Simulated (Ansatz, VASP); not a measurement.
**P: VASP beside Ansatz**

The input POSCAR:

```
P
1.0
    3.2837277200      0.0000000000      0.0000000000
    0.0000000000     34.8570309900      0.0000000000
    0.0000000000      0.0000000000      4.6320847100
P
4
Direct
    0.0000000000      0.9726498522      0.5995316276
    0.0000000000      0.0273501478      0.4004683724
    0.5000000000      0.0273501478      0.0995316276
    0.5000000000      0.9726498522      0.9004683724
```

File INCAR.step1:

```
PREC = Accurate
ENCUT = 520
ISMEAR = 0
SIGMA = 0.05
LREAL = F
LASPH = T
NELM = 100
NBANDS = 18
GGA = PE
ALGO = Normal
EDIFF = 1E-4
LWAVE = T
LCHARG = F
```

The input INCAR.step2:

```
PREC = Accurate
ENCUT = 520
EDIFF = 1E-6
ISMEAR = 0
SIGMA = 0.05
LREAL = F
LASPH = T
NELM = 100
ALGO = Normal
ISIF = 2
LWAVE = F
LCHARG = F
METAGGA = R2SCAN
LMIXTAU = T
NBANDS = 18
ISTART = 1
```

File KPOINTS:

```
regular mesh
0
Gamma
  8 1 6
```

Input for Ansatz:

```yaml
crystal:
  lattice:
    - [3.28372772, 0.0, 0.0]
    - [0.0, 34.85703099, 0.0]
    - [0.0, 0.0, 4.63208471]
  atoms:
    - { symbol: P, position: [0.0, 0.9726498522, 0.5995316276] }
    - { symbol: P, position: [0.0, 0.0273501478, 0.4004683724] }
    - { symbol: P, position: [0.5, 0.0273501478, 0.0995316276] }
    - { symbol: P, position: [0.5, 0.9726498522, 0.9004683724] }
basis:
  ecutwfc: 500
kpoints:
  mp_grid: { grid: [8, 1, 6] }
hamiltonian:
  xc: r2scan
scf:
  occupations: { method: gaussian, width: 0.05 }
output:
  forces: true
  stress: true
  eigenvalues: true
  write_density: true
  write_potential: true
  elf: true
  volumetric_format: npy
```

Change from the starting cell: mode 7 (354.7 1/cm) frozen in, largest displacement +0.090 Å.

Alike in both runs: task single point; functional r2SCAN; k mesh 8 × 1 × 6; occupations gaussian, width 0.05 eV; no spin polarisation.

|  | VASP | Ansatz |
| --- | --- | --- |
| version | VASP 6.6.1 | Ansatz 0.2.0 |
| potentials or method | VASP PAW PBE potentials, release 64 (P), cutoff 520 eV | scalar-relativistic, plane waves, PAW |
| valence electrons in the cell | 20 | 20 |

VASP gave:

| Quantity | Value |
| --- | --- |
| gap on the k mesh at the Fermi level (eV) | 1.31 |
| least direct gap on the mesh (eV) | 1.35 |
| rms of the force components (eV/Å) | 0.861 |

Question: What did Ansatz give for the same quantities?

Answer: gap on the k mesh at the Fermi level (eV): 1.27; least direct gap on the mesh (eV): 1.31; rms of the force components (eV/Å): 0.920.

VASP's potentials were made for PBE, not for r2SCAN. Atom by atom the forces differ by 0.064 eV/Å (rms over components). The functional is the same, so the differences come from potentials, cutoffs and numerics. Ansatz's warnings: xc potential rough in thin density.
